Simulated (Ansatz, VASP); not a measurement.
# One calculation of Ta, two programs

The input INCAR:

```
ALGO = Fast
EDIFF = 1E-6
ENCUT = 520
GGA = PE
ISIF = 2
ISMEAR = 0
LASPH = True
LCHARG = False
LREAL = False
LWAVE = False
NBANDS = 54
NELM = 80
PREC = Accurate
SIGMA = 0.15
```

The input KPOINTS:

```
k-points
0
Gamma
  10 10 10
```

Contents of POSCAR:

```
Ta
1.0
   -3.3025600000     -3.3025600000      3.3025600000
   -3.3025600000      3.3025600000     -3.3025600000
    3.3025600000     -3.3025600000     -3.3025600000
Ta
8
Direct
    0.5000000000      0.4574118260      0.4574118260
    0.0000000000      0.5000000000      0.5000000000
    0.5000000000      0.0000000000      0.5000000000
    0.0000000000      0.0000000000      0.5000000000
    0.5000000000      0.5000000000      0.0000000000
    0.0000000000      0.5000000000      0.0000000000
    0.5000000000      0.0000000000      0.0000000000
    0.0000000000      0.0000000000      0.0000000000
```

Input for Ansatz:

```yaml
crystal:
  lattice:
    - [-3.30256, -3.30256, 3.30256]
    - [-3.30256, 3.30256, -3.30256]
    - [3.30256, -3.30256, -3.30256]
  atoms:
    - { symbol: Ta, position: [0.5, 0.457411826, 0.457411826] }
    - { symbol: Ta, position: [0.0, 0.5, 0.5] }
    - { symbol: Ta, position: [0.5, 0.0, 0.5] }
    - { symbol: Ta, position: [0.0, 0.0, 0.5] }
    - { symbol: Ta, position: [0.5, 0.5, 0.0] }
    - { symbol: Ta, position: [0.0, 0.5, 0.0] }
    - { symbol: Ta, position: [0.5, 0.0, 0.0] }
    - { symbol: Ta, position: [0.0, 0.0, 0.0] }
basis:
  ecutwfc: 420
kpoints:
  mp_grid: { grid: [10, 10, 10] }
hamiltonian:
  xc: pbe
scf:
  occupations: { method: gaussian, width: 0.15 }
output:
  forces: true
  stress: true
  eigenvalues: true
```

Alike in both runs: task single point; functional PBE; k mesh 10 × 10 × 10; occupations gaussian, width 0.15 eV; no spin polarisation.

|  | VASP | Ansatz |
| --- | --- | --- |
| version | VASP 6.6.1 | Ansatz 0.2.0 |
| potentials or method | VASP PAW PBE potentials, release 64 (Ta_pv), cutoff 520 eV | scalar-relativistic, plane waves, PAW |
| valence electrons in the cell | 88 | 104 |

```tsv
	VASP	Ansatz	Ansatz less VASP
gap on the k mesh at the Fermi level (eV)	none	none	-
pressure (GPa)	4.7	4.5	-0.13
traceless stress, the component that is largest in VASP (GPa)	-0.39	-0.38	+0.004
rms of the force components (eV/Å)	0.679	0.678	-0.0008
```

Atom by atom the forces differ by 0.001 eV/Å (rms over components). A gap of «none» marks a metal or a gap that the smearing closes. VASP's potentials hold 88 valence electrons a cell and Ansatz's 104, so a difference there can come from the potentials and not from the codes.

Neither program's run includes spin-orbit coupling.
